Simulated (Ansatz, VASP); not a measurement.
**WC in VASP and in Ansatz**

Contents of INCAR:

```
SYSTEM = WC
PREC = Accurate
ENCUT = 520
EDIFF = 1E-6
ISMEAR = 0
SIGMA = 0.15
LREAL = .False.
LASPH = .True.
NELM = 100
ALGO = Normal
ISIF = 2
LWAVE = .False.
LCHARG = .False.
GGA = PS
NBANDS = 16
```

The input KPOINTS:

```
regular mesh
0
Gamma
  18 18 18
  0 0 0
```

Contents of POSCAR:

```
WC
1.0
    0.0000000000      2.0172692800      2.1049766400
    2.0172692800      0.0000000000      2.1049766400
    2.0172692800      2.0172692800      0.0000000000
W C
1 1
Direct
    0.0000000000      0.0000000000      0.0000000000
    0.5000000000      0.5000000000      0.5000000000
```

Input for Ansatz:

```yaml
crystal:
  lattice:
    - [0.0, 2.01726928, 2.10497664]
    - [2.01726928, 0.0, 2.10497664]
    - [2.01726928, 2.01726928, 0.0]
  atoms:
    - { symbol: W, position: [0.0, 0.0, 0.0] }
    - { symbol: C, position: [0.5, 0.5, 0.5] }
basis:
  ecutwfc: 420
kpoints:
  mp_grid: { grid: [18, 18, 18] }
hamiltonian:
  xc: pbesol
scf:
  occupations: { method: gaussian, width: 0.15 }
output:
  forces: true
  stress: true
  eigenvalues: true
```

Change from the starting cell: strain -0.080 along x and y, -0.040 along z, atoms carried along.

Alike in both runs: task single point; functional PBEsol; k mesh 18 × 18 × 18; occupations gaussian, width 0.15 eV; no spin polarisation.

```csv
,VASP,Ansatz
version,VASP 6.6.1,Ansatz 0.2.0
potentials or method,"VASP PAW PBE potentials, release 64 (W_sv, C), cutoff 520 eV","scalar-relativistic, plane waves, PAW"
valence electrons in the cell,18,18
```

```tsv
	VASP	Ansatz	Ansatz less VASP
gap on the k mesh at the Fermi level (eV)	none	none	-
pressure (GPa)	107.8	105.2	-2.58
traceless stress, the component that is largest in VASP (GPa)	-37.03	-36.79	+0.241
```

VASP's potentials were made for PBE, not for PBEsol. A gap of «none» marks a metal or a gap that the smearing closes. Both programs put the cell under a high pressure, so it lies far from rest at this level.

Neither program's run includes spin-orbit coupling. Noted on VASP's run: the cell as given lies far from equilibrium.
